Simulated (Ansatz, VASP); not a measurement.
# NbCd3: VASP beside Ansatz

```
CELL_PARAMETERS angstrom
4.21500 0.00000 0.00000
0.00000 4.21500 0.00000
0.00000 0.00000 4.29930
ATOMIC_POSITIONS crystal
Nb 0.00000 0.00000 0.00000
Cd 0.00000 0.50000 0.50000
Cd 0.50000 0.00000 0.50000
Cd 0.50000 0.50000 0.00000
```

Change from the starting cell: zz strain of +2 %, crystal datasets.

Alike in both runs: task electric field gradients; functional LDA; k mesh 9 × 9 × 9; occupations fermi-dirac, width 0.08 eV; no spin polarisation.

```csv
,VASP,Ansatz
version,VASP 6.6.1,Ansatz 0.2.0
potentials or method,"VASP PAW LDA potentials, release 64 (Nb_sv, Cd), cutoff 520 eV","all-electron PAW with datasets made for the crystal, scalar-relativistic"
```

|  | VASP | Ansatz | Ansatz less VASP |
| --- | --- | --- | --- |
| pressure (GPa) | -3.8 | -4.6 | -0.77 |
| traceless stress, the component that is largest in VASP (GPa) | -0.99 | -0.97 | +0.015 |
| size of Vzz on the site where it differs most (V/Å²) | 110.1 | 115.0 | +4.87 |

LDA's correlation is that of Perdew and Zunger in VASP and of Perdew and Wang (1992) in Ansatz. Ansatz ran all-electron here, and VASP with PAW potentials.
